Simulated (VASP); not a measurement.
Here is a VASP 6.6.1 calculation.

File POSCAR:

```
Cu
1.0
    0.0000000000      1.8312856224      1.8312856224
    1.8312856224      0.0000000000      1.8312856224
    1.8312856224      1.8312856224      0.0000000000
Cu
1
Direct
    0.0000000000      0.0000000000      0.0000000000
```

The input INCAR.step1:

```
PREC = Accurate
ENCUT = 900
ISMEAR = -1
SIGMA = 0.05
LREAL = False
LASPH = True
NELM = 120
NBANDS = 16
GGA = PE
ALGO = Normal
EDIFF = 1E-5
LWAVE = True
LCHARG = False
GGA_COMPAT = False
```

The input INCAR.step2:

```
PREC = Accurate
ENCUT = 900
EDIFF = 1E-6
ISMEAR = -1
SIGMA = 0.05
LREAL = False
LASPH = True
NELM = 120
ALGO = Normal
ISIF = 2
LWAVE = False
LCHARG = False
METAGGA = R2SCAN
LMIXTAU = True
IVDW = 13
VDW_S6 = 1.0
VDW_S8 = 0.6018749
VDW_A1 = 0.51559235
VDW_A2 = 5.77342911
NBANDS = 16
ISTART = 1
GGA_COMPAT = False
```

File KPOINTS:

```
regular mesh
0
Gamma
  13 13 13
```

Potentials or basis: VASP PAW PBE potentials, release 64 (Cu_sv_GW).

The run is started by

```sh
$ cat potpaw_PBE.64/Cu_sv_GW/POTCAR > POTCAR
$ cp INCAR.step1 INCAR
$ mpirun -np 1 vasp_std > vasp.out
$ cp INCAR.step2 INCAR
$ mpirun -np 1 vasp_std > vasp.out
```

Q: Predict the band gap on the k mesh.

A: Zero (an odd number of electrons rules out a gap without spin polarisation).

Q: What does it give for the pressure?

A: -11.7 GPa.

Q: What does it give for the dispersion energy per atom?

A: -0.187 eV.

Caveat: the cell stands under tension; the PAW data sets were made with another functional, which shifts forces and pressure a little.
